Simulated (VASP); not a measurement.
## AlAs: relaxation of the atoms with PBE+D3(BJ)

System: AlAs, a slab with vacuum.

```
As Al
1.0
     8.01039    0.00000    0.00000
    -4.00519    6.93720    0.00000
     0.00000    0.00000   20.08778
As Al
8 8
Direct
  0.50000 0.00000 0.39825
  0.50000 0.50000 0.39825
  0.00000 0.00000 0.39825
  0.00000 0.50000 0.39825
  0.66667 0.83333 0.56105
  0.66667 0.33333 0.56105
  0.16667 0.83333 0.56105
  0.16667 0.33333 0.56105
  0.16667 0.83333 0.43895
  0.16667 0.33333 0.43895
  0.66667 0.83333 0.43895
  0.66667 0.33333 0.43895
  0.33333 0.66667 0.60175
  0.33333 0.16667 0.60175
  0.83333 0.66667 0.60175
  0.83333 0.16667 0.60175
```

```
Program                   : VASP 6.6.1
Task                      : relaxation of the atoms
Functional                : PBE
Dispersion                : D3(BJ)
Potentials or basis       : VASP PAW PBE potentials, release 64 (As, Al)
Cutoff                    : 520 eV
k mesh                    : 2 × 2 × 1
Occupations               : gaussian, width 0.05 eV
Spin                      : no spin polarisation
Dipole correction         : yes
Atoms held fixed (from 0) : [0, 1, 2, 3, 8, 9, 10, 11]
Further INCAR settings    : LREAL = Auto; ALGO = Normal; EDIFF = 1e-07; IBRION = 2; EDIFFG = -0.03; NSW = 90
```

- Energy gained by relaxing: 33.8 meV/atom
- Ionic steps: 9
- Band gap on the k mesh: 0.26 eV
- Dispersion energy per atom: -0.210 eV

The path:
| step | energy change (eV) | largest force on free atoms (eV/Å) | pressure (GPa) |
| --- | --- | --- | --- |
| 1 | 0.0000 | 1.3953 | 0.09 |
| 2 | -0.3427 | 0.7623 | 0.13 |
| 3 | -0.5368 | 0.0495 | 0.22 |
| 4 | -0.5375 | 0.0367 | 0.23 |
| 5 | -0.5373 | 0.0562 | 0.24 |
| 6 | -0.5376 | 0.0407 | 0.24 |
| 7 | -0.5382 | 0.0384 | 0.23 |
| 8 | -0.5395 | 0.0325 | 0.21 |
| 9 | -0.5410 | 0.0166 | 0.18 |

Final structure:
```
As Al
1.0
     8.01039    0.00000    0.00000
    -4.00519    6.93720    0.00000
     0.00000    0.00000   20.08778
As Al
8 8
Direct
  0.50000 0.00000 0.39825
  0.50000 0.50000 0.39825
  0.00000 0.00000 0.39825
  0.00000 0.50000 0.39825
  0.66667 0.83333 0.57109
  0.66667 0.33333 0.57109
  0.16667 0.83333 0.57109
  0.16667 0.33333 0.57109
  0.16667 0.83333 0.43895
  0.16667 0.33333 0.43895
  0.66667 0.83333 0.43895
  0.66667 0.33333 0.43895
  0.33333 0.66667 0.59896
  0.33333 0.16667 0.59896
  0.83333 0.66667 0.59896
  0.83333 0.16667 0.59896
```

Levels at points of the mesh, in eV from the valence-band top:
```csv
k point,band 29,band 30,band 31,band 32,band 33,band 34,band 35,band 36
"(0.00, 0.00, 0.00)",-1.04,-1.04,0.00,0.00,0.46,0.49,0.49,0.49
"(0.50, 0.00, 0.00)",-0.66,-0.66,-0.46,-0.46,0.26,0.26,0.67,0.67
```

Wall time 49 min on 1 thread of Intel Xeon 8259CL (shared host), peak memory 1.1 GiB.

Caveat: the k points lie up to 0.45 Å⁻¹ apart; semilocal functionals underestimate gaps, and a narrow one can read as zero.
